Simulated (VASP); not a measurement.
# Au (Fm-3m) in VASP: further runs

Au is run at these levels: LDA; tasks: single point.

Everything below comes from runs of VASP 6.6.1. Logs are shortened: lines on timing, memory, paths and dates and some standing lists are left out, and cuts for length are marked.

### 1 The cell of the first run

The structure is cubic, space group Fm-3m (No. 225). The conventional cell has a = 4.046 Å, b = 4.046 Å, c = 4.046 Å, α = 90.00°, β = 90.00°, γ = 90.00°. Within 3.8 Å of Au (site symmetry m-3m) lie 12 Au at 2.86 Å.

### 2 Single point, LDA

File INCAR:

```
ALGO = Normal ; EDIFF = 1E-6
ENCUT = 520 ; ISIF = 2
ISMEAR = -1 ; LASPH = True
LCHARG = True ; LELF = True
LREAL = False ; LVHAR = True
LWAVE = False ; NBANDS = 12
NELM = 100 ; PREC = Accurate
SIGMA = 0.1
```

File KPOINTS:

```
k-points
0
Gamma
  22 22 22
```

File POSCAR:

```
Au
1.0
    0.0000000000      2.0229622714      2.0229622714
    2.0229622714      0.0000000000      2.0229622714
    2.0229622714      2.0229622714      0.0000000000
Au
1
Direct
    0.0000000000      0.0000000000      0.0000000000
```

Potentials or basis: VASP PAW LDA potentials, release 64 (Au).

Run with:

```bash
$ cat potpaw_LDA.64/Au/POTCAR > POTCAR
$ mpirun -np 1 vasp_std > vasp.out
```

OUTCAR:

```text
EDIFF = 1E-6
   ENCUT = 520
   ISIF = 2
   ISMEAR = -1
   LASPH = True
   LREAL = False
   NELM = 100
   PREC = Accurate

 ion  position               nearest neighbor table
   1  0.000  0.000  0.000-

  LATTYP: Found a face centered cubic cell.
 ALAT       =     4.0459245428

  Lattice vectors:

 A1 = (   0.0000000000,   2.0229622714,   2.0229622714)
 A2 = (   2.0229622714,   0.0000000000,   2.0229622714)
 A3 = (   2.0229622714,   2.0229622714,   0.0000000000)

Analysis of symmetry for initial positions (statically):
=====================================================================
 Subroutine PRICEL returns:
 Original cell was already a primitive cell.

 Routine SETGRP: Setting up the symmetry group for a
 face centered cubic supercell.

 Subroutine GETGRP returns: Found 48 space group operations
 (whereof 48 operations were pure point group operations)
 out of a pool of 48 trial point group operations.

The static configuration has the point symmetry O_h .

Analysis of symmetry for dynamics (positions and initial velocities):
=====================================================================
 Subroutine PRICEL returns:
 Original cell was already a primitive cell.

 Routine SETGRP: Setting up the symmetry group for a
 face centered cubic supercell.

 Subroutine GETGRP returns: Found 48 space group operations
 (whereof 48 operations were pure point group operations)
 out of a pool of 48 trial point group operations.

The dynamic configuration has the point symmetry O_h .

 Subroutine INISYM returns: Found 48 space group operations
 (whereof 48 operations are pure point group operations),
 and found     1 'primitive' translations

----------------------------------------------------------------------------------------

                                     Primitive cell

  volume of cell :      16.5574

  direct lattice vectors                    reciprocal lattice vectors
     0.000000000  2.022962271  2.022962271    -0.247162296  0.247162296  0.247162296
     2.022962271  0.000000000  2.022962271     0.247162296 -0.247162296  0.247162296
     2.022962271  2.022962271  0.000000000     0.247162296  0.247162296 -0.247162296

  length of vectors
     2.860900680  2.860900680  2.860900680     0.428097655  0.428097655  0.428097655

  position of ions in fractional coordinates (direct lattice)
     0.000000000  0.000000000  0.000000000

  ion indices of the primitive-cell ions
   primitive index   ion index
                 1           1

----------------------------------------------------------------------------------------

 KPOINTS: k-points

Automatic generation of k-mesh.
 Grid dimensions read from file:
 generate k-points for:   22   22   22

 Generating k-lattice:

  Cartesian coordinates                     Fractional coordinates (reciprocal lattice)
    -0.011234650  0.011234650  0.011234650     0.045454545  0.000000000  0.000000000
     0.011234650 -0.011234650  0.011234650     0.000000000  0.045454545  0.000000000
     0.011234650  0.011234650 -0.011234650     0.000000000  0.000000000  0.045454545

  Length of vectors
     0.019458984  0.019458984  0.019458984

  Shift w.r.t. Gamma in fractional coordinates (k-lattice)
     0.000000000  0.000000000  0.000000000

 Subroutine IBZKPT returns following result:
 ===========================================

 Found    328 irreducible k-points:

 Following reciprocal coordinates:
            Coordinates               Weight
  0.000000  0.000000  0.000000      1.000000
  0.045455  0.000000  0.000000      8.000000
  0.090909  0.000000  0.000000      8.000000
  0.136364  0.000000  0.000000      8.000000
  0.181818  0.000000  0.000000      8.000000
  0.227273  0.000000  0.000000      8.000000
[... 16 lines left out ...]
  0.500000  0.045455  0.000000     24.000000
 -0.454545  0.045455  0.000000     24.000000
 [... further k-points ...]
   k-points           NKPTS =    328   k-points in BZ     NKDIM =    328   number of bands    NBANDS=     12
   number of dos      NEDOS =    301   number of ions     NIONS =      1
   total plane-waves  NPLWV =  13824
   dimension x,y,z NGX =    24 NGY =   24 NGZ =   24
   dimension x,y,z NGXF=    48 NGYF=   48 NGZF=   48
   ions per type =               1
   NGX,Y,Z   is equivalent  to a cutoff of  13.95, 13.95, 13.95 a.u.
   NGXF,Y,Z  is equivalent  to a cutoff of  27.89, 27.89, 27.89 a.u.
 SYSTEM =  unknown system
   PREC   = accura    normal or accurate (medium, high low for compatibility)
   ISTART =      0    job   : 0-new  1-cont  2-samecut
   ICHARG =      2    charge: 1-file 2-atom 10-const
   ISPIN  =      1    spin polarized calculation?
   LNONCOLLINEAR =      F non collinear calculations
   LSORBIT =      F    spin-orbit coupling
   LASPH  =      T    aspherical Exc in radial PAW
   ENCUT  =  520.0 eV  38.22 Ry    6.18 a.u.   5.32  5.32  5.32*2*pi/ulx,y,z
   NELM   =    100;   NELMIN=  2; NELMDL= -5     # of ELM steps
   EDIFF  = 0.1E-05   stopping-criterion for ELM
   LREAL  =      F    real-space projection
   EDIFFG = 0.1E-04   stopping-criterion for IOM
   NSW    =      0    number of steps for IOM
   IBRION =     -1    ionic relax: 0-MD 1-quasi-New 2-CG
   NFREE  =      0    steps in history (QN), initial steepest desc. (CG)
   ISIF   =      2    stress and relaxation
   ISYM   =      2    0-nonsym 1-usesym 2-fastsym
   POTIM  = 0.5000    time-step for ionic-motion
   TEBEG  =    0.0;   TEEND  =   0.0 temperature during run
   PSTRESS=    0.0 pullay stress
   NELECT =      11.0000    total number of electrons
   NUPDOWN=      -1.0000    fix difference up-down
   EMIN   =  10.00;   EMAX   =-10.00  energy-range for DOS
   EFERMI =   0.00;   METHOD = LEGACY
   ISMEAR =    -1;   SIGMA  =   0.10  broadening in eV -4-tet -1-fermi 0-gaus
   EFERMI_NEDOS =   21; number of points for ismear=-14 and -15
   IALGO  =     38    algorithm
   IMIX   =      4    mixing-type and parameters
     AMIX     =   0.40;   BMIX     =  1.00
     AMIX_MAG =   1.60;   BMIX_MAG =  1.00
  volume/ion in A,a.u.               =      16.56       111.74
  Fermi-wavevector in a.u.,A,eV,Ry     =   1.428481  2.699439 27.763495  2.040559
  Thomas-Fermi vector in A             =   2.548539
   LORBIT       =      0    0 simple, 1 ext, 2 COOP (PROOUT), +10 PAW based schemes
   GGA     = CA    functional components
   LHFCALC =     F    Hartree Fock is set to
   AEXX    =    0.0000 exact exchange contribution
   IVDW    =     0    specifies the selected vdW correction
   LEPSILON=     F    determine dielectric tensor
   LRPA    =     F    only Hartree local field effects (RPA)
 non-spin polarized calculation
  energy-cutoff  :      520.00
  volume of cell :       16.56
 maximum number of plane-waves:       461
 NGX is ok and might be reduce to    24
   NGX = 11   NGY = 11   NGZ = 11

 number of electron      10.9999999 magnetization

 Free energy of the ion-electron system (eV)
  ---------------------------------------------------
  ext. energy  EPLUGINS =         0.00000000
  ---------------------------------------------------
  free energy    TOTEN  =        -4.44994095 eV

  energy without entropy =       -4.44098702  energy(sigma->0) =       -4.44546398

 E-fermi :   9.7783     XC(G=0): -13.1508

 val. band max:        9.7582766359   @ k =   0.5000   0.2273   0.0909
 cond. band min:       9.8518987721   @ k =   0.5000   0.3636   0.1364
 fundamental gap:      0.0936221362
 Fermi energy:         9.7783213659

 k-point     1 :       0.0000    0.0000    0.0000
  band No.  band energies     occupation
      1      -0.4428      2.00000
      2       4.9099      2.00000
      3       4.9099      2.00000
      4       4.9099      2.00000
      5       6.5283      2.00000
      6       6.5283      2.00000
      7      24.2229      0.00000
      8      28.3441      0.00000
      9      28.3441      0.00000
     10      28.3441      0.00000
     11      33.4676      0.00000
     12      38.3731      0.00000

 k-point     2 :       0.0455    0.0000    0.0000
  band No.  band energies     occupation
      1      -0.3684      2.00000
      2       4.8841      2.00000
      3       4.9367      2.00000
      4       4.9367      2.00000
      5       6.5155      2.00000
      6       6.5155      2.00000
      7      24.3176      0.00000
      8      27.8580      0.00000
      9      28.4379      0.00000
     10      28.4379      0.00000
     11      33.9207      0.00000
     12      37.2483      0.00000

 k-point     3 :       0.0909    0.0000    0.0000
  band No.  band energies     occupation
      1      -0.1491      2.00000
      2       4.8144      2.00000
      3       5.0101      2.00000
      4       5.0101      2.00000
      5       6.4850      2.00000
      6       6.4850      2.00000
      7      24.5699      0.00000
      8      26.7482      0.00000
      9      28.7102      0.00000
     10      28.7102      0.00000
     11      34.3126      0.00000
     12      36.3752      0.00000
[... 286 lines left out ...]
 k-point    23 :       0.5000    0.0455    0.0000
  band No.  band energies     occupation
      1       2.2119      2.00000
      2       4.8372      2.00000
      3       4.9212      2.00000
      4       7.3464      2.00000
      5       7.8011      2.00000
      6       9.0644      1.99841
      7      13.0543      0.00000
      8      23.7659      0.00000
      9      26.7837      0.00000
     10      26.8648      0.00000
     11      35.1046      0.00000
     12      35.2275      0.00000

 k-point    24 :      -0.4545    0.0455    0.0000
  band No.  band energies     occupation
      1       2.2126      2.00000
      2       4.8488      2.00000
      3       4.9210      2.00000
      4       7.3399      2.00000
      5       7.7272      2.00000
      6       8.9310      1.99958
      7      13.2739      0.00000
      8      23.7882      0.00000
      9      26.6439      0.00000
     10      27.1136      0.00000
     11      35.0128      0.00000
     12      35.1646      0.00000

 [... further k-points ...]
[... 5 lines left out ...]
  --------------------------------------------------------------------------------------
  -------------------------------------------------------------------------------------
  Total        0.0779486      0.0779486      0.0779486      0.0000000      0.0000000      0.0000000
  in kB        7.5426751      7.5426751      7.5426751      0.0000000      0.0000000      0.0000000
  external PRESSURE =       7.5426751 kB  Pullay stress =       0.0000000 kB

 VOLUME and BASIS-vectors are now :
 -----------------------------------------------------------------------------
  energy-cutoff  :      520.00
  volume of cell :       16.56
      direct lattice vectors                 reciprocal lattice vectors
     0.000000000  2.022962271  2.022962271    -0.247162296  0.247162296  0.247162296
     2.022962271  0.000000000  2.022962271     0.247162296 -0.247162296  0.247162296
     2.022962271  2.022962271  0.000000000     0.247162296  0.247162296 -0.247162296

 POSITION                                       TOTAL-FORCE (eV/Angst)
 -----------------------------------------------------------------------------------
      0.00000      0.00000      0.00000         0.000000      0.000000      0.000000
 -----------------------------------------------------------------------------------
    total drift:                               -0.000000      0.000000     -0.000000

  FREE ENERGIE OF THE ION-ELECTRON SYSTEM (eV)
  ---------------------------------------------------
  free  energy   TOTEN  =        -4.4499409452 eV

  energy  without entropy=       -4.4409870198  energy(sigma->0) =       -4.44546398
```

It took 15 s on 1 thread of Intel Xeon 6975P-C (Granite Rapids), shared host; peak memory 0.18 GiB.

What came out:

| Item | Value |
| --- | --- |
| Free energy | -4.4499 eV |
| Pressure | 0.8 GPa |

Caveat: spin-orbit coupling is left out, which moves the levels of the heavy elements.

### 3 Single point, LDA

File INCAR:

```
SYSTEM = Au
PREC     = Accurate       ! precision mode
ENCUT    = 520            ! plane-wave cutoff, eV
EDIFF    = 1E-6           ! SCF threshold, eV
ISMEAR   = -1             ! smearing method
SIGMA    = 0.1            ! smearing width, eV
LREAL    = .False.        ! projectors in reciprocal space
LASPH    = .True.         ! aspherical terms in the spheres
NELM     = 80             ! most SCF steps
ALGO     = Normal         ! electronic algorithm
ISIF     = 2              ! what is computed and relaxed
LWAVE    = .False.        ! write WAVECAR
LCHARG   = .False.        ! write CHGCAR
NBANDS   = 12             ! bands
```

File KPOINTS:

```
regular mesh
0
Gamma
  22 22 22
  0 0 0
```

POSCAR is that of step 2.

Potentials or basis: VASP PAW LDA potentials, release 64 (Au).

Run with:

```bash
$ cat potpaw_LDA.64/Au/POTCAR > POTCAR
$ mpirun -np 1 vasp_std > vasp.out
```

Wall time 14 s (1 thread of Intel Xeon 6975P-C (Granite Rapids), shared host); peak memory 0.18 GiB.

The run converged. Its results:

* Free energy: -4.4499 eV
* Pressure: 0.8 GPa

Levels at points of the mesh, in eV from the Fermi level:
```
           k point  band 4  band 5  band 6  band 7  band 8  band 9
(0.00, 0.00, 0.00)   -4.87   -3.25   -3.25   14.44   18.57   18.57
(0.50, 0.00, 0.00)   -1.98   -1.98   -1.14    3.21   13.91   17.24
(0.50, 0.50, 0.00)   -1.64   -1.64    0.88    5.98   10.00   10.00
```

Caveat: spin-orbit coupling is left out, which moves the levels of the heavy elements.

### 4 Single point, LDA (volume scaled by 1.04)

File INCAR:

```
SYSTEM = Au
ALGO = Normal ; EDIFF = 1E-6
ENCUT = 520 ; ISIF = 2
ISMEAR = -1 ; LASPH = .True.
LCHARG = .False. ; LREAL = .False.
LWAVE = .False. ; NBANDS = 12
NELM = 100 ; PREC = Accurate
SIGMA = 0.1
```

File KPOINTS:

```
k-points
0
Gamma
  22 22 22
  0 0 0
```

File POSCAR:

```
Au
1.0
    0.0000000000      2.0495832488      2.0495832488
    2.0495832488      0.0000000000      2.0495832488
    2.0495832488      2.0495832488      0.0000000000
Au
1
Direct
    0.0000000000      0.0000000000      0.0000000000
```

Run with:

```bash
$ cat potpaw_LDA.64/Au/POTCAR > POTCAR
$ mpirun -np 1 vasp_std > vasp.out
```

Run time: 16 s. Hardware: 1 thread of Intel Xeon 6975P-C (Granite Rapids), shared host; peak memory 0.18 GiB.

The run converged. Its results:

| Property | Result |
| --- | --- |
| Free energy | -4.4386 eV |
| Pressure | -6.2 GPa |

Levels at points of the mesh, in eV from the Fermi level:
```
           k point  band 3  band 4  band 5  band 6  band 7  band 8  band 9  band 10
(0.00, 0.00, 0.00)   -4.64   -4.64   -3.13   -3.13   14.52   18.41   18.41    18.41
(0.50, 0.00, 0.00)   -4.67   -1.95   -1.95   -0.94    3.00   13.97   16.95    16.95
(0.50, 0.50, 0.00)   -1.98   -1.63   -1.63    1.00    5.67    9.90    9.90    17.15
```

Caveat: spin-orbit coupling is left out, which moves the levels of the heavy elements.

### 5 Single point, LDA (volume scaled by 1.08)

File INCAR:

```
SYSTEM = Au
ALGO = Normal ; EDIFF = 1E-6
ENCUT = 520 ; GGA = CA
ISIF = 2 ; ISMEAR = -1
LASPH = .TRUE. ; LCHARG = .FALSE.
LREAL = .FALSE. ; LWAVE = .FALSE.
NBANDS = 12 ; NELM = 80
PREC = Accurate ; SIGMA = 0.1
```

File KPOINTS:

```
k-points
0
G
  22 22 22
  0 0 0
```

File POSCAR:

```
Au
1.0
    0.0000000000      2.0755300951      2.0755300951
    2.0755300951      0.0000000000      2.0755300951
    2.0755300951      2.0755300951      0.0000000000
Au
1
Direct
    0.0000000000      0.0000000000      0.0000000000
```

Run with:

```bash
$ cat potpaw_LDA.64/Au/POTCAR > POTCAR
$ mpirun -np 1 vasp_std > vasp.out
```

It took 16 s on 1 thread of Intel Xeon 6975P-C (Granite Rapids), shared host; peak memory 0.19 GiB.

Results (log left out):

| Item | Value |
| --- | --- |
| Free energy | -4.4023 eV |
| Pressure | -11.4 GPa |

Levels at points of the mesh, in eV from the Fermi level:
```csv
k point,band 3,band 4,band 5,band 6,band 7,band 8,band 9,band 10
"(0.00, 0.00, 0.00)",-4.44,-4.44,-3.03,-3.03,14.56,18.24,18.24,18.24
"(0.50, 0.00, 0.00)",-4.47,-1.92,-1.92,-0.77,2.81,14.01,16.67,16.67
"(0.50, 0.50, 0.00)",-1.95,-1.62,-1.62,1.11,5.38,9.80,9.80,16.75
```

Caveat: spin-orbit coupling is left out, which moves the levels of the heavy elements.

[end of part 1 of 2]
